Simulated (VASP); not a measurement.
Crystal: SiTe4H.

```
Si Te H
1.0
     2.76732    1.59771    5.31505
    -2.76732    1.59771    5.31505
     0.00000   -3.19543    5.31505
Si Te H
1 4 1
Direct
  0.00000 0.00000 0.00000
  0.82713 0.82713 0.82713
  0.17287 0.17287 0.17287
  0.37689 0.37689 0.37689
  0.62311 0.62311 0.62311
  0.50000 0.50000 0.50000
```

The cell was built from a structure type or drawn by symmetry, and may not be a known phase.

| Quantity | Value |
| --- | --- |
| Program | VASP 6.6.1 |
| Task | relaxation of cell and atoms |
| Functional | PBE |
| Potentials or basis | VASP PAW PBE potentials, release 64 (Si, Te, H) |
| Cutoff | 600 eV |
| k mesh | 6 × 6 × 6 |
| Occupations | gaussian, width 0.1 eV |
| Spin | no spin polarisation |

At the start: pressure 0.3 GPa; volume 23.50 Å³/atom.

**Question.** Where does the relaxation end?

**Answer.** Over 7 steps the energy falls by 5.7 meV/atom and the volume is 23.51 Å³/atom (+0.1 %); space group R-3m (No. 166, to 0.1 Å) before and after.

The path:
```tsv
step	energy change (eV)	largest force (eV/Å)	pressure (GPa)	volume (Å³)
1	0.0000	0.0759	0.30	141.00
2	-0.0217	0.1004	-0.35	141.87
3	-0.0225	0.1290	-0.49	142.08
4	-0.0279	0.1189	-0.02	140.71
5	-0.0287	0.1145	0.23	140.01
6	-0.0312	0.0817	0.15	140.29
7	-0.0339	0.0169	-0.05	141.08
```

Final structure:
```yaml
crystal:
  lattice:
    - [2.72566, 1.57366, 5.48202]
    - [-2.72566, 1.57366, 5.48202]
    - [0.00000, -3.14732, 5.48202]
  atoms:
    - { symbol: Si, position: [0.00000, 0.00000, 0.00000] }
    - { symbol: Te, position: [0.82907, 0.82907, 0.82907] }
    - { symbol: Te, position: [0.17093, 0.17093, 0.17093] }
    - { symbol: Te, position: [0.37915, 0.37915, 0.37915] }
    - { symbol: Te, position: [0.62085, 0.62085, 0.62085] }
    - { symbol: H, position: [0.50000, 0.50000, 0.50000] }
```
